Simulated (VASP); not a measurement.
Input of a VASP 6.6.1 run:

The input INCAR:

```
PREC = Accurate
ENCUT = 520
EDIFF = 1E-7
ISMEAR = 0
SIGMA = 0.15
LREAL = F
LASPH = T
NELM = 60
ALGO = Normal
ISIF = 2
LWAVE = F
LCHARG = F
GGA = PE
NBANDS = 16
```

File KPOINTS:

```
Automatic mesh
0
Gamma
  14 14 14
```

The input POSCAR:

```
InSb
1.0
    0.0000000000      3.0919831214      3.2852320665
    3.0919831214      0.0000000000      3.2852320665
    3.0919831214      3.0919831214      0.0000000000
In Sb
1 1
Direct
    0.0000000000      0.0000000000      0.0000000000
    0.5000000000      0.5000000000      0.5000000000
```

Potentials or basis: VASP PAW PBE potentials, release 64 (In_d, Sb).

Run with:

```console
$ cat potpaw_PBE.64/In_d/POTCAR potpaw_PBE.64/Sb/POTCAR > POTCAR
$ mpirun -np 1 vasp_std > vasp.out
```

(1) Estimate the pressure.

(2) Estimate the band gap on the k mesh.

Results:

(1) -2.8 GPa.

(2) zero (bands 9 and 10 overlap by 2.28 eV).

Caveat: spin-orbit coupling is left out, which moves the levels of the heavy elements.
